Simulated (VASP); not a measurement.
A run of VASP 6.6.1:

Contents of INCAR:

```
PREC = Accurate
ENCUT = 520
EDIFF = 1E-6
ISMEAR = 0
SIGMA = 0.2
LREAL = False
LASPH = True
NELM = 60
ALGO = Normal
ISIF = 2
LWAVE = False
LCHARG = False
GGA = PE
NBANDS = 22
```

Contents of KPOINTS:

```
Automatic mesh
0
Gamma
  5 5 2
```

File POSCAR:

```
Si5N
1.0
    3.7149921498      0.0000000000      0.0000000000
   -1.8574960749      3.2172775766      0.0000000000
    0.0000000000      0.0000000000      8.5966553311
Si N
5 1
Direct
    0.3333333333      0.6666666667      0.3105111711
    0.3333333333      0.6666666667      0.5845984880
    0.6666666667      0.3333333333      0.6839288609
    0.6666666667      0.3333333333      0.9586801765
    0.0000000000      0.0000000000      0.2122448994
    0.0000000000      0.0000000000      0.0000364041
```

Potentials or basis: VASP PAW PBE potentials, release 64 (Si, N).

Command:

```sh
$ cat potpaw_PBE.64/Si/POTCAR potpaw_PBE.64/N/POTCAR > POTCAR
$ mpirun -np 1 vasp_std > vasp.out
```

Hardware: 1 thread of Intel(R) Xeon(R) Platinum 8488C (Sapphire Rapids), with other jobs on the host.

**Question.** Estimate the wall time of this run.

**Answer.** Wall time 22 s on 1 thread of Intel(R) Xeon(R) Platinum 8488C (Sapphire Rapids), on a shared host, peak memory 0.21 GiB. Counts: scf iterations 15, k points 10.
